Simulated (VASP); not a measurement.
# SiGe (P6_3mc) in VASP: further runs

The runs below take SiGe through single point, with PBEsol.

Everything below comes from runs of VASP 6.6.1. Logs are shortened: lines on timing, memory, paths and dates and some standing lists are left out, and cuts for length are marked.

**1. The cell of the first run**

Symmetry: P6_3mc, No. 186, hexagonal system. Conventional cell: a = 3.904 Å, b = 3.904 Å, c = 6.128 Å, α = 90.00°, β = 90.00°, γ = 120.00°. Within 3.0 Å of Si (site symmetry 3m) lie 4 Ge at 2.29 to 2.38 Å. Within 3.0 Å of Ge (site symmetry 3m) lie 4 Si at 2.29 to 2.38 Å.

**2. Single point, PBEsol (strain +0.000 along x and y, -0.050 along z)**

Contents of INCAR:

```
ALGO     = Normal         # electronic algorithm
EDIFF    = 1E-6           # SCF threshold, eV
ENCUT    = 520            # plane-wave cutoff, eV
GGA      = PS             # functional
ISIF     = 2              # what is computed and relaxed
ISMEAR   = 0              # smearing method
LASPH    = True           # aspherical terms in the spheres
LCHARG   = False          # write CHGCAR
LREAL    = False          # projectors in reciprocal space
LWAVE    = False          # write WAVECAR
NBANDS   = 26             # bands
NELM     = 80             # most SCF steps
PREC     = Accurate       # precision mode
SIGMA    = 0.03           # smearing width, eV
```

Contents of KPOINTS:

```
k-points
0
Gamma
  12 12 6
```

Contents of POSCAR:

```
SiGe
1.0
    3.9044512986      0.0000000000      0.0000000000
   -1.9522256493      3.3813540124      0.0000000000
    0.0000000000      0.0000000000      6.1282438500
Si Ge
2 2
Direct
    0.6666666667      0.3333333333      0.8746070000
    0.3333333333      0.6666666667      0.3746070000
    0.6666666667      0.3333333333      0.5003920000
    0.3333333333      0.6666666667      0.0003920000
```

Potentials or basis: VASP PAW PBE potentials, release 64 (Si, Ge_d).

Launch:

```sh
$ cat potpaw_PBE.64/Si/POTCAR potpaw_PBE.64/Ge_d/POTCAR > POTCAR
$ mpirun -np 1 vasp_std > vasp.out
```

OUTCAR:

```text
EDIFF = 1E-6
   ENCUT = 520
   GGA = PS
   ISIF = 2
   ISMEAR = 0
   LASPH = True
   LREAL = False
   NELM = 80
   PREC = Accurate

 ion  position               nearest neighbor table
   1  0.667  0.333  0.875-   3 2.29   4 2.38   4 2.38   4 2.38
   2  0.333  0.667  0.375-   4 2.29   3 2.38   3 2.38   3 2.38
   3  0.667  0.333  0.500-   1 2.29   2 2.38   2 2.38   2 2.38
   4  0.333  0.667  0.000-   2 2.29   1 2.38   1 2.38   1 2.38

  LATTYP: Found a hexagonal cell.
 ALAT       =     3.9044512986
 C/A-ratio  =     1.5695531539

  Lattice vectors:

 A1 = (   3.9044512986,   0.0000000000,   0.0000000000)
 A2 = (  -1.9522256493,   3.3813540124,   0.0000000000)
 A3 = (   0.0000000000,   0.0000000000,   6.1282438500)

Analysis of symmetry for initial positions (statically):
=====================================================================
 Subroutine PRICEL returns:
 Original cell was already a primitive cell.

 Routine SETGRP: Setting up the symmetry group for a
 hexagonal supercell.

 Subroutine GETGRP returns: Found 12 space group operations
 (whereof  6 operations were pure point group operations)
 out of a pool of 24 trial point group operations.

The static configuration has the point symmetry C_3v.
 The point group associated with its full space group is C_6v.

Analysis of symmetry for dynamics (positions and initial velocities):
=====================================================================
 Subroutine PRICEL returns:
 Original cell was already a primitive cell.

 Routine SETGRP: Setting up the symmetry group for a
 hexagonal supercell.

 Subroutine GETGRP returns: Found 12 space group operations
 (whereof  6 operations were pure point group operations)
 out of a pool of 24 trial point group operations.

The dynamic configuration has the point symmetry C_3v.
 The point group associated with its full space group is C_6v.

 Subroutine INISYM returns: Found 12 space group operations
 (whereof  6 operations are pure point group operations),
 and found     1 'primitive' translations

----------------------------------------------------------------------------------------

                                     Primitive cell

  volume of cell :      80.9071

  direct lattice vectors                    reciprocal lattice vectors
     3.904451299  0.000000000  0.000000000     0.256117934  0.147869758  0.000000000
[... 90 lines left out ...]
   EDIFF  = 0.1E-05   stopping-criterion for ELM
   LREAL  =      F    real-space projection
   EDIFFG = 0.1E-04   stopping-criterion for IOM
   NSW    =      0    number of steps for IOM
   IBRION =     -1    ionic relax: 0-MD 1-quasi-New 2-CG
   NFREE  =      0    steps in history (QN), initial steepest desc. (CG)
   ISIF   =      2    stress and relaxation
   ISYM   =      2    0-nonsym 1-usesym 2-fastsym
   POTIM  = 0.5000    time-step for ionic-motion
   TEBEG  =    0.0;   TEEND  =   0.0 temperature during run
   PSTRESS=    0.0 pullay stress
   NELECT =      36.0000    total number of electrons
   NUPDOWN=      -1.0000    fix difference up-down
   EMIN   =  10.00;   EMAX   =-10.00  energy-range for DOS
   EFERMI =   0.00;   METHOD = LEGACY
   ISMEAR =     0;   SIGMA  =   0.03  broadening in eV -4-tet -1-fermi 0-gaus
   EFERMI_NEDOS =   21; number of points for ismear=-14 and -15
   IALGO  =     38    algorithm
   IMIX   =      4    mixing-type and parameters
     AMIX     =   0.40;   BMIX     =  1.00
     AMIX_MAG =   1.60;   BMIX_MAG =  1.00
  volume/ion in A,a.u.               =      20.23       136.50
  Fermi-wavevector in a.u.,A,eV,Ry     =   1.249818  2.361814 21.252912  1.562045
  Thomas-Fermi vector in A             =   2.383841
   LORBIT       =      0    0 simple, 1 ext, 2 COOP (PROOUT), +10 PAW based schemes
   GGA     = PS    functional components
   LHFCALC =     F    Hartree Fock is set to
   AEXX    =    0.0000 exact exchange contribution
   IVDW    =     0    specifies the selected vdW correction
   LEPSILON=     F    determine dielectric tensor
   LRPA    =     F    only Hartree local field effects (RPA)
 non-spin polarized calculation
 Gauss-broadening in eV      SIGMA  =   0.03
  energy-cutoff  :      520.00
  volume of cell :       80.91
 maximum number of plane-waves:      2207
 NGX is ok and might be reduce to    30
   NGX = 15   NGY = 15   NGZ = 23

 number of electron      35.9999990 magnetization

 Free energy of the ion-electron system (eV)
  ---------------------------------------------------
  ext. energy  EPLUGINS =         0.00000000
  ---------------------------------------------------
  free energy    TOTEN  =       -21.10004216 eV

  energy without entropy =      -21.09995510  energy(sigma->0) =      -21.09999863

 E-fermi :   6.0746     XC(G=0): -10.0855

 val. band max:        6.0564384495   @ k =   0.0000   0.0000   0.0000
 cond. band min:       6.0832640410   @ k =   0.0000   0.0000   0.0000
 fundamental gap:      0.0268255915
 Fermi energy:         6.0745943184

 k-point     1 :       0.0000    0.0000    0.0000
  band No.  band energies     occupation
      1     -18.5160      2.00000
      2     -18.5144      2.00000
      3     -18.5053      2.00000
      4     -18.5053      2.00000
      5     -18.5016      2.00000
      6     -18.5016      2.00000
[... 685 lines left out ...]
     25      13.0622      0.00000
     26      13.3975      0.00000

 [... further k-points ...]

------------------------ aborting loop because EDIFF is reached ----------------------------------------

  FORCE on cell =-STRESS in cart. coord.  units (eV):
  Direction    XX          YY          ZZ          XY          YZ          ZX
  --------------------------------------------------------------------------------------
  -------------------------------------------------------------------------------------
  Total        0.2301008      0.2301008      6.7690184      0.0000000      0.0000000      0.0000000
  in kB        4.5566119      4.5566119    134.0446812      0.0000000      0.0000000      0.0000000
  external PRESSURE =      47.7193017 kB  Pullay stress =       0.0000000 kB

 VOLUME and BASIS-vectors are now :
 -----------------------------------------------------------------------------
  energy-cutoff  :      520.00
  volume of cell :       80.91
      direct lattice vectors                 reciprocal lattice vectors
     3.904451299  0.000000000  0.000000000     0.256117934  0.147869758  0.000000000
    -1.952225649  3.381354012  0.000000000     0.000000000  0.295739516  0.000000000
     0.000000000  0.000000000  6.128243850     0.000000000  0.000000000  0.163178885

 POSITION                                       TOTAL-FORCE (eV/Angst)
 -----------------------------------------------------------------------------------
      1.95223      1.12712      5.35980        -0.000000      0.000000      0.691606
     -0.00000      2.25424      2.29568         0.000000      0.000000      0.691606
      1.95223      1.12712      3.06652        -0.000000      0.000000     -0.691606
     -0.00000      2.25424      0.00240         0.000000     -0.000000     -0.691606
 -----------------------------------------------------------------------------------
    total drift:                                0.000000      0.000000      0.000208

  FREE ENERGIE OF THE ION-ELECTRON SYSTEM (eV)
  ---------------------------------------------------
  free  energy   TOTEN  =       -21.1000421615 eV

  energy  without entropy=      -21.0999551029  energy(sigma->0) =      -21.09999863
```

It took 1.8 min on 1 thread of Intel Xeon Platinum 8375C at 2.90GHz (Ice Lake), shared host; peak memory 0.28 GiB.

Results:

* Free energy: -21.1000 eV
* Pressure: 4.8 GPa
* Largest force: 0.692 eV/Å
* Band gap on the k mesh: zero (filled and empty bands touch)

Forces in eV/Å, atoms in the order of the input:
```
Si   0.000  0.000  0.692
Si   0.000  0.000  0.692
Ge   0.000  0.000 -0.692
Ge   0.000  0.000 -0.692
```

Caveat: the cell differs from its parent crystal (strain +0.000 along x and y, -0.050 along z); the PAW data sets were made with another functional, which shifts forces and pressure a little.

**3. Single point, PBEsol (strain +0.050 along x and y, -0.050 along z)**

Contents of INCAR:

```
SYSTEM = SiGe
PREC     = Accurate       ! precision mode
ENCUT    = 520            ! plane-wave cutoff, eV
EDIFF    = 1E-6           ! SCF threshold, eV
ISMEAR   = 0              ! smearing method
SIGMA    = 0.03           ! smearing width, eV
LREAL    = .False.        ! projectors in reciprocal space
LASPH    = .True.         ! aspherical terms in the spheres
NELM     = 100            ! most SCF steps
ALGO     = Normal         ! electronic algorithm
ISIF     = 2              ! what is computed and relaxed
LWAVE    = .False.        ! write WAVECAR
LCHARG   = .False.        ! write CHGCAR
GGA      = PS             ! functional
NBANDS   = 26             ! bands
```

Contents of KPOINTS:

```
Automatic mesh
0
Gamma
  12 12 6
  0 0 0
```

Edit POSCAR of step 2 so:

```diff
@@ -2,4 +2,4 @@
 1.0
-    3.9044512986      0.0000000000      0.0000000000
-   -1.9522256493      3.3813540124      0.0000000000
+    4.0996738635      0.0000000000      0.0000000000
+   -2.0498369318      3.5504217130      0.0000000000
     0.0000000000      0.0000000000      6.1282438500
```

Potentials or basis: VASP PAW PBE potentials, release 64 (Si, Ge_d).

Launch:

```sh
$ cat potpaw_PBE.64/Si/POTCAR potpaw_PBE.64/Ge_d/POTCAR > POTCAR
$ mpirun -np 1 vasp_std > vasp.out
```

OUTCAR:

```text
SYSTEM = SiGe
   PREC = Accurate
   ENCUT = 520
   EDIFF = 1E-6
   ISMEAR = 0
   LREAL = .False.
   LASPH = .True.
   NELM = 100
   ISIF = 2
   GGA = PS

 ion  position               nearest neighbor table
   1  0.667  0.333  0.875-   3 2.29   4 2.49   4 2.49   4 2.49
   2  0.333  0.667  0.375-   4 2.29   3 2.49   3 2.49   3 2.49
   3  0.667  0.333  0.500-   1 2.29   2 2.49   2 2.49   2 2.49
   4  0.333  0.667  0.000-   2 2.29   1 2.49   1 2.49   1 2.49

  LATTYP: Found a hexagonal cell.
 ALAT       =     4.0996738635
 C/A-ratio  =     1.4948125275

  Lattice vectors:

 A1 = (   4.0996738635,   0.0000000000,   0.0000000000)
 A2 = (  -2.0498369318,   3.5504217130,   0.0000000000)
 A3 = (   0.0000000000,   0.0000000000,   6.1282438500)

Analysis of symmetry for initial positions (statically):
=====================================================================
 Subroutine PRICEL returns:
 Original cell was already a primitive cell.

 Routine SETGRP: Setting up the symmetry group for a
 hexagonal supercell.

 Subroutine GETGRP returns: Found 12 space group operations
 (whereof  6 operations were pure point group operations)
 out of a pool of 24 trial point group operations.

The static configuration has the point symmetry C_3v.
 The point group associated with its full space group is C_6v.

Analysis of symmetry for dynamics (positions and initial velocities):
=====================================================================
 Subroutine PRICEL returns:
 Original cell was already a primitive cell.

 Routine SETGRP: Setting up the symmetry group for a
 hexagonal supercell.

 Subroutine GETGRP returns: Found 12 space group operations
 (whereof  6 operations were pure point group operations)
 out of a pool of 24 trial point group operations.
[... 120 lines left out ...]
   EFERMI =   0.00;   METHOD = LEGACY
   ISMEAR =     0;   SIGMA  =   0.03  broadening in eV -4-tet -1-fermi 0-gaus
   EFERMI_NEDOS =   21; number of points for ismear=-14 and -15
   IALGO  =     38    algorithm
   IMIX   =      4    mixing-type and parameters
     AMIX     =   0.40;   BMIX     =  1.00
     AMIX_MAG =   1.60;   BMIX_MAG =  1.00
  volume/ion in A,a.u.               =      22.30       150.49
  Fermi-wavevector in a.u.,A,eV,Ry     =   1.209819  2.286227 19.914346  1.463663
  Thomas-Fermi vector in A             =   2.345385
   LORBIT       =      0    0 simple, 1 ext, 2 COOP (PROOUT), +10 PAW based schemes
   GGA     = PS    functional components
   LHFCALC =     F    Hartree Fock is set to
   AEXX    =    0.0000 exact exchange contribution
   IVDW    =     0    specifies the selected vdW correction
   LEPSILON=     F    determine dielectric tensor
   LRPA    =     F    only Hartree local field effects (RPA)
 non-spin polarized calculation
 Gauss-broadening in eV      SIGMA  =   0.03
  energy-cutoff  :      520.00
  volume of cell :       89.20
 maximum number of plane-waves:      2429
   NGX = 15   NGY = 15   NGZ = 23

 number of electron      35.9999959 magnetization

 Free energy of the ion-electron system (eV)
  ---------------------------------------------------
  ext. energy  EPLUGINS =         0.00000000
  ---------------------------------------------------
  free energy    TOTEN  =       -20.85608095 eV

  energy without entropy =      -20.85595314  energy(sigma->0) =      -20.85601705

 E-fermi :   5.0120     XC(G=0):  -9.6564

 val. band max:        4.8972784054   @ k =   0.0000   0.0000   0.3333
 cond. band min:       5.0127298300   @ k =   0.0833  -0.0000   0.0000
 fundamental gap:      0.1154514246
 Fermi energy:         5.0120230318

 k-point     1 :       0.0000    0.0000    0.0000
  band No.  band energies     occupation
      1     -19.4274      2.00000
      2     -19.4252      2.00000
      3     -19.4164      2.00000
      4     -19.4164      2.00000
      5     -19.4142      2.00000
      6     -19.4142      2.00000
[... 685 lines left out ...]
     25      11.6708      0.00000
     26      11.9999      0.00000

 [... further k-points ...]

------------------------ aborting loop because EDIFF is reached ----------------------------------------

  FORCE on cell =-STRESS in cart. coord.  units (eV):
  Direction    XX          YY          ZZ          XY          YZ          ZX
  --------------------------------------------------------------------------------------
  -------------------------------------------------------------------------------------
  Total       -4.9681093     -4.9681093      6.2167499      0.0000000      0.0000000      0.0000000
  in kB      -89.2352480    -89.2352480    111.6628449      0.0000000      0.0000000      0.0000000
  external PRESSURE =     -22.2692170 kB  Pullay stress =       0.0000000 kB

 VOLUME and BASIS-vectors are now :
 -----------------------------------------------------------------------------
  energy-cutoff  :      520.00
  volume of cell :       89.20
      direct lattice vectors                 reciprocal lattice vectors
     4.099673863  0.000000000  0.000000000     0.243921842  0.140828341  0.000000000
    -2.049836932  3.550421713  0.000000000     0.000000000  0.281656682  0.000000000
     0.000000000  0.000000000  6.128243850     0.000000000  0.000000000  0.163178885

 POSITION                                       TOTAL-FORCE (eV/Angst)
 -----------------------------------------------------------------------------------
      2.04984      1.18347      5.35980        -0.000000      0.000000      1.147451
     -0.00000      2.36695      2.29568         0.000000      0.000000      1.147451
      2.04984      1.18347      3.06652        -0.000000      0.000000     -1.147451
     -0.00000      2.36695      0.00240         0.000000     -0.000000     -1.147451
 -----------------------------------------------------------------------------------
    total drift:                               -0.000000     -0.000001     -0.000111

  FREE ENERGIE OF THE ION-ELECTRON SYSTEM (eV)
  ---------------------------------------------------
  free  energy   TOTEN  =       -20.8560809511 eV

  energy  without entropy=      -20.8559531433  energy(sigma->0) =      -20.85601705
```

Wall time 2 min (1 thread of Intel Xeon Platinum 8375C at 2.90GHz (Ice Lake), shared host); peak memory 0.29 GiB.

What came out:

| Property | Result |
| --- | --- |
| Free energy | -20.8561 eV |
| Pressure | -2.2 GPa |
| Largest force | 1.147 eV/Å |
| Band gap on the k mesh | zero (band 18 reaches 5.14 eV, above the bottom of band 19 at 4.87 eV) |

Forces in eV/Å, atoms in the order of the input:
```
Si   0.000  0.000  1.147
Si   0.000  0.000  1.147
Ge   0.000  0.000 -1.147
Ge   0.000  0.000 -1.147
```

Stress tensor (GPa, compression positive):
```
-8.92  0.00  0.00
 0.00 -8.92  0.00
 0.00  0.00 11.17
```

Caveat: the cell differs from its parent crystal (strain +0.050 along x and y, -0.050 along z); the PAW data sets were made with another functional, which shifts forces and pressure a little.

(Part 1 of 2 ends here.)
